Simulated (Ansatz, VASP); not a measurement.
**One calculation of TaN, two programs**

```
Ta N
1.0
     0.00000    2.27489    2.20863
     2.27489    0.00000    2.20863
     2.27489    2.27489    0.00000
Ta N
1 1
Cartesian
  2.2749 2.2749 2.2086
  0.0000 0.0000 0.0000
```

Change from the starting cell: strain +0.030 along x and y, +0.000 along z, atoms carried along.

Alike in both runs: task single point; functional PBE; k mesh 24 × 24 × 24; occupations gaussian, width 0.15 eV; no spin polarisation.

```csv
,VASP,Ansatz
version,VASP 6.6.1,Ansatz 0.2.0
potentials or method,"VASP PAW PBE potentials, release 64 (Ta_pv, N), cutoff 520 eV","scalar-relativistic, plane waves, PAW"
valence electrons in the cell,16,18
```

|  | VASP | Ansatz | Ansatz less VASP |
| --- | --- | --- | --- |
| gap on the k mesh at the Fermi level (eV) | none | none | - |
| pressure (GPa) | -15.9 | -16.5 | -0.57 |
| traceless stress, the component that is largest in VASP (GPa) | 8.59 | 8.52 | -0.061 |

A gap of «none» marks a metal or a gap that the smearing closes. VASP's potentials hold 16 valence electrons a cell and Ansatz's 18, so a difference there can come from the potentials and not from the codes.

Spin-orbit coupling is off throughout.
